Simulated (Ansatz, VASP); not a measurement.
**TiO2 in VASP and in Ansatz**

```
Ti O
1.0
     3.81800    0.00000    0.00000
     0.00000    3.81800    0.00000
     0.00000    0.00000    9.62849
Ti O
4 8
Direct
  0.00000 0.00000 0.00000
  0.00000 0.50000 0.25000
  0.50000 0.50000 0.50000
  0.50000 0.00000 0.75000
  0.00000 0.50000 0.45705
  0.00000 0.00000 0.20705
  0.00000 0.50000 0.04295
  0.50000 0.50000 0.29295
  0.50000 0.00000 0.95705
  0.50000 0.50000 0.70705
  0.50000 0.00000 0.54295
  0.00000 0.00000 0.79295
```

Change from the starting cell: strain along c alone, the other axes held, atoms relaxed: -1.5 %.

Alike in both runs: functional PBE; k mesh 6 × 6 × 4; occupations gaussian, width 0.02 eV; no spin polarisation; Hubbard terms Ti d U = 4.0 eV.

Ansatz relaxed the structure, and its values are those at the end. VASP's run is a single point on that final structure, the one shown.

|  | VASP | Ansatz |
| --- | --- | --- |
| version | VASP 6.6.1 | Ansatz 0.2.0 |
| potentials or method | VASP PAW PBE potentials, release 64 (Ti_sv, O), cutoff 520 eV | scalar-relativistic, plane waves, PAW |
| valence electrons in the cell | 96 | 96 |

|  | VASP | Ansatz | Ansatz less VASP |
| --- | --- | --- | --- |
| gap on the k mesh at the Fermi level (eV) | 2.68 | 2.65 | -0.035 |
| least direct gap on the mesh (eV) | 2.77 | 2.74 | -0.028 |
| pressure (GPa) | 6.8 | 2.4 | -4.36 |
| rms of the force components (eV/Å) | 0.079 | 0.002 | -0.0774 |

The programs project onto different local orbitals, so the same U acts differently, and such runs can settle in different states. Ansatz's warnings: stress scf threshold loose.
